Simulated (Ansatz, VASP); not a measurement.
BAs: VASP beside Ansatz

The input POSCAR:

```
BAs
1.0
    0.0000000000      1.8854427757      1.8854427757
    1.8854427757      0.0000000000      1.8854427757
    1.8854427757      1.8854427757      0.0000000000
B As
1 1
Direct
    0.0000000000      0.0000000000      0.0000000000
    0.5000000000      0.5000000000      0.5000000000
```

INCAR.step1

```
PREC = Accurate ; ENCUT = 520
ISMEAR = -1 ; SIGMA = 0.05
LREAL = False ; LASPH = True
NELM = 60 ; NBANDS = 11
GGA = PE ; ALGO = Normal
EDIFF = 1E-4 ; LWAVE = True
LCHARG = False
```

INCAR.step2

```
PREC = Accurate ; ENCUT = 520
EDIFF = 1E-7 ; ISMEAR = -1
SIGMA = 0.05 ; LREAL = False
LASPH = True ; NELM = 60
ALGO = Normal ; ISIF = 2
LWAVE = False ; LCHARG = False
METAGGA = R2SCAN ; LMIXTAU = True
NBANDS = 11 ; ISTART = 1
```

Contents of KPOINTS:

```
Automatic mesh
0
Gamma
  15 15 15
```

Input for Ansatz:

```yaml
crystal:
  lattice:
    - [0.0, 1.8854427757, 1.8854427757]
    - [1.8854427757, 0.0, 1.8854427757]
    - [1.8854427757, 1.8854427757, 0.0]
  atoms:
    - { symbol: B, position: [0.0, 0.0, 0.0] }
    - { symbol: As, position: [0.5, 0.5, 0.5] }
kpoints:
  mp_grid: { grid: [15, 15, 15] }
scf:
  occupations: { method: fermi_dirac, width: 0.05 }
hamiltonian:
  xc: r2scan
  pseudopotentials: { kind: paw, core: large }
output:
  forces: true
  stress: true
  eigenvalues: true
  write_density: true
  write_potential: true
  elf: true
  volumetric_format: npy
```

Change from the starting cell: volume scaled by 0.55, PAW files, core large.

Alike in both runs: task single point; functional r2SCAN; k mesh 15 × 15 × 15; occupations fermi-dirac, width 0.05 eV; no spin polarisation.

|  | VASP | Ansatz |
| --- | --- | --- |
| version | VASP 6.6.1 | Ansatz 0.2.0 |
| potentials or method | VASP PAW PBE potentials, release 64 (B, As) | PAW with other files of Ansatz's library (core large), scalar-relativistic |
| plane-wave cutoff (eV) | 520 | 500 |
| valence electrons in the cell | 8 | 18 |

VASP gave:

| Property | Result |
| --- | --- |
| pressure (GPa) | 272.1 |

**Question.** Estimate Ansatz's values.

**Answer.** Pressure (GPa): 265.5.

VASP's potentials were made for PBE, not for r2SCAN. Both programs put the cell under a high pressure, so it lies far from rest at this level. VASP's potentials hold 8 valence electrons a cell and Ansatz's 18, so a difference there can come from the potentials and not from the codes. Ansatz's warnings: datasets by core.

Noted on VASP's run: the cell as given lies far from equilibrium.
